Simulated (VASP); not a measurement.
**RuAu: single point with PBE**

RuAu:

```
CELL_PARAMETERS angstrom
3.14357 0.00000 0.00000
0.00000 3.14357 0.00000
0.00000 0.00000 3.14357
ATOMIC_POSITIONS crystal
Ru 0.00000 0.00000 0.00000
Au 0.50000 0.50000 0.50000
```

This cell differs from its parent crystal: volume scaled by 0.98.

| Property | Result |
| --- | --- |
| Program | VASP 6.6.1 |
| Task | single point |
| Functional | PBE |
| Potentials or basis | VASP PAW PBE potentials, release 64 (Ru_pv, Au) |
| Cutoff | 520 eV |
| k mesh | 8 × 8 × 8 |
| Occupations | fermi-dirac, width 0.05 eV |
| Spin | no spin polarisation |

The pressure is 4.6 GPa.

Levels at points of the mesh, in eV from the Fermi level:
```tsv
k point	band 8	band 9	band 10	band 11	band 12	band 13	band 14	band 15	band 16	band 17
(0.00, 0.00, 0.00)	-4.40	-4.40	-1.17	-1.17	0.56	0.56	0.56	7.68	7.68	7.68
(0.50, 0.00, 0.00)	-4.50	-3.70	-2.95	-1.75	-1.75	-1.75	-0.52	1.44	11.29	14.38
(0.50, 0.50, 0.00)	-2.82	-2.35	-0.80	0.19	0.19	0.47	0.83	0.83	5.77	8.09
(0.50, 0.50, 0.50)	-3.63	-3.63	-2.77	-2.77	0.54	0.54	3.48	8.76	8.99	8.99
```

It took 8.8 s on 1 thread of Intel(R) Xeon(R) 6975P-C (Granite Rapids), with other jobs on the host, peak memory 0.15 GiB.

Caveat: spin-orbit coupling is left out, which moves the levels of the heavy elements.
